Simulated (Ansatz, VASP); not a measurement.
## YbH3: VASP beside Ansatz

```
CELL_PARAMETERS angstrom
0.00000 2.59927 2.59927
2.59927 0.00000 2.59927
2.59927 2.59927 0.00000
ATOMIC_POSITIONS crystal
Yb 0.00000 0.00000 0.00000
H 0.50000 0.50000 0.50000
H 0.25000 0.25000 0.25000
H 0.75000 0.75000 0.75000
```

Alike in both runs: task single point; functional PBE; k mesh 10 × 10 × 10; occupations gaussian, width 0.05 eV; no spin polarisation.

|  | VASP | Ansatz |
| --- | --- | --- |
| version | VASP 6.6.1 | Ansatz 0.2.0 |
| potentials or method | VASP PAW PBE potentials, release 64 (Yb, H), cutoff 520 eV | scalar-relativistic, plane waves, PAW |
| valence electrons in the cell | 27 | 27 |

Ansatz gave:

- gap on the k mesh at the Fermi level (eV): none
- pressure (GPa): -5.0

Question: Which values does VASP return?

Answer: gap on the k mesh at the Fermi level (eV): none; pressure (GPa): -5.1.

A gap of «none» marks a metal or a gap that the smearing closes. The functional is the same, so the differences come from potentials, cutoffs and numerics.

Spin-orbit coupling is off throughout.
